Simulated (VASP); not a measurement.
Te:

```
Te
1.0
     4.63249    0.00000    0.00000
    -2.31624    4.01185    0.00000
     0.00000    0.00000    5.88690
Te
3
Direct
  0.25359 0.00000 0.33333
  0.00000 0.25359 0.66667
  0.74641 0.74641 0.00000
```

Base run:

| Item | Value |
| --- | --- |
| Program | VASP 6.6.1 |
| Functional | r2SCAN |
| Potentials or basis | VASP PAW PBE potentials, release 64 (Te) |
| Cutoff | 520 eV |
| k mesh | 5 × 5 × 4 |
| Occupations | fermi-dirac, width 0.05 eV |
| Spin | no spin polarisation |

Its results: band gap on the k mesh 0.79 eV, indirect (least direct gap 0.97 eV); pressure 0.0 GPa; largest force 0.013 eV/Å.

The run is repeated on the same cell with these changes: k mesh from 5 × 5 × 4 to 6 × 6 × 5. What comes out?

Band gap on the k mesh 0.91 eV, indirect (least direct gap 1.04 eV); pressure 0.0 GPa; largest force 0.019 eV/Å.

Caveats: the PAW data sets were made with another functional, which shifts forces and pressure a little; spin-orbit coupling is left out, which moves the levels of the heavy elements.

A k mesh can miss the band edges.
